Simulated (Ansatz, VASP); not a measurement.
ZrB2: VASP beside Ansatz

The input INCAR:

```
  PREC = Accurate
  ENCUT = 520
  EDIFF = 1E-6
  ISMEAR = 0
  SIGMA = 0.1
  LREAL = F
  LASPH = T
  NELM = 100
  ALGO = Normal
  ISIF = 2
  LWAVE = F
  LCHARG = F
  NBANDS = 16
```

File KPOINTS:

```
regular mesh
0
Gamma
  6 6 6
```

Contents of POSCAR:

```
ZrB2
1.0
    3.1675246600      0.0000000000      0.0000000000
   -1.5837623300      2.7431568200      0.0000000000
    0.0000000000      0.0000000000      3.5523880600
Zr B
1 2
Direct
    0.0000000000      0.0000000000      0.0000000000
    0.3333333300      0.6666666700      0.5000000000
    0.6666666700      0.3333333300      0.5000000000
```

Input for Ansatz:

```yaml
crystal:
  lattice:
    - [3.16752466, 0.0, 0.0]
    - [-1.58376233, 2.74315682, 0.0]
    - [0.0, 0.0, 3.55238806]
  atoms:
    - { symbol: Zr, position: [0.0, 0.0, 0.0] }
    - { symbol: B, position: [0.33333333, 0.66666667, 0.5] }
    - { symbol: B, position: [0.66666667, 0.33333333, 0.5] }
basis:
  ecutwfc: 420
kpoints:
  mp_grid: { grid: [6, 6, 6] }
hamiltonian:
  xc: lda
  pseudopotentials: { kind: paw, azcp: { folder: soft_1 } }
scf:
  occupations: { method: gaussian, width: 0.1 }
output:
  forces: true
  stress: true
  eigenvalues: true
```

Alike in both runs: task single point; functional LDA; k mesh 6 × 6 × 6; occupations gaussian, width 0.1 eV; no spin polarisation.

```csv
,VASP,Ansatz
version,VASP 6.6.1,Ansatz 0.2.0
potentials or method,"VASP PAW LDA potentials, release 64 (Zr_sv, B), cutoff 520 eV","scalar-relativistic, plane waves, PAW"
valence electrons in the cell,18,18
```

|  | VASP | Ansatz | Ansatz less VASP |
| --- | --- | --- | --- |
| gap on the k mesh at the Fermi level (eV) | none | none | - |
| pressure (GPa) | -8.9 | -9.3 | -0.40 |
| traceless stress, the component that is largest in VASP (GPa) | -2.09 | -2.10 | -0.013 |

Ansatz warns that its potentials were made for another functional, while VASP's fit it. LDA's correlation is that of Perdew and Zunger in VASP and of Perdew and Wang (1992) in Ansatz. A gap of «none» marks a metal or a gap that the smearing closes.

The k mesh is coarse, so the values compare programs but aren't converged.
